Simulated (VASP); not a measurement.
Set up this calculation in VASP 6.6.1, as the native input.

```yaml
Task: single point
Functional: PBEsol
Potentials_or_basis: VASP PAW PBE potentials, release 64 (C)
Cutoff: 520 eV
k_mesh: 21 × 21 × 6
Occupations: gaussian, width 0.15 eV
Spin: no spin polarisation
Dipole_correction: no
Further_INCAR_settings: ALGO = Normal; EDIFF = 1e-06; NBANDS = 16
```

The structure of C lies in POSCAR:

```
C
1.0
    1.1426803822     -2.0873239536      0.0000000000
    1.1426803822      2.0873239536      0.0000000000
    0.0000000000      0.0000000000      7.2331058572
C
4
Direct
    0.0833216498      0.9166783502      0.7498439858
    0.5833216498      0.4166783502      0.2501560142
    0.9166783502      0.0833216498      0.2501560142
    0.4166783502      0.5833216498      0.7498439858
```

These files were run (other wordings do the same):

INCAR

```
SYSTEM = C
PREC = Accurate
ENCUT = 520
EDIFF = 1E-6
ISMEAR = 0
SIGMA = 0.15
LREAL = .False.
LASPH = .True.
NELM = 80
ALGO = Normal
ISIF = 2
LWAVE = .False.
LCHARG = .False.
GGA = PS
NBANDS = 16
```

KPOINTS

```
Automatic mesh
0
Gamma
  21 21 6
  0 0 0
```

Potentials or basis: VASP PAW PBE potentials, release 64 (C).

The run is started by

```bash
$ cat potpaw_PBE.64/C/POTCAR > POTCAR
$ mpirun -np 1 vasp_std > vasp.out
```

Results of the run:

| Item | Value |
| --- | --- |
| Pressure | 45.8 GPa |
| Largest force | 1.290 eV/Å |
| Band gap on the k mesh | 0.24 eV |

Caveat: the PAW data sets were made with another functional, which shifts forces and pressure a little; this functional lacks dispersion, which binds the layers, so the pressure and a relaxed spacing across them are unreliable.

Run time: 110 s on 1 thread of Intel(R) Xeon(R) 6975P-C (Granite Rapids), with other jobs on the host, peak memory 0.29 GiB.
